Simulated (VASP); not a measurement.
A run of VASP 6.6.1:

Contents of INCAR:

```
SYSTEM = KNb3O
  PREC = Accurate
  ENCUT = 600
  EDIFF = 1E-7
  ISMEAR = 0
  SIGMA = 0.1
  LREAL = .FALSE.
  LASPH = .TRUE.
  NELM = 100
  ALGO = Normal
  ISIF = 3
  LWAVE = .FALSE.
  LCHARG = .FALSE.
  GGA = PE
  IBRION = 2
  NSW = 90
  EDIFFG = -0.04
```

File KPOINTS:

```
regular mesh
0
G
  4 4 4
  0 0 0
```

POSCAR

```
KNb3O
1.0
    4.0653155700      0.0000000000      0.0000000000
    0.0000000000      4.0653155700      0.0000000000
    0.0000000000      0.0000000000      6.9094865600
K Nb O
1 3 1
Direct
    0.5000000000      0.5000000000      0.5000000000
    0.5000000000      0.5000000000      0.0000000000
    0.0000000000      0.0000000000      0.8558533600
    0.0000000000      0.0000000000      0.1441466400
    0.0000000000      0.0000000000      0.5000000000
```

Potentials or basis: VASP PAW PBE potentials, release 64 (K_sv, Nb_sv, O).

Launch:

```console
$ cat potpaw_PBE.64/K_sv/POTCAR potpaw_PBE.64/Nb_sv/POTCAR potpaw_PBE.64/O/POTCAR > POTCAR
$ mpirun -np 1 vasp_std > vasp.out
```

Hardware: 1 thread of AMD EPYC 7R13, on a shared host.

Question: Estimate the wall time of this run.

Answer: It took 20 min on 1 thread of AMD EPYC 7R13 (shared host), peak memory 0.26 GiB. Counts: scf iterations 118, k points 18, ion steps 9.
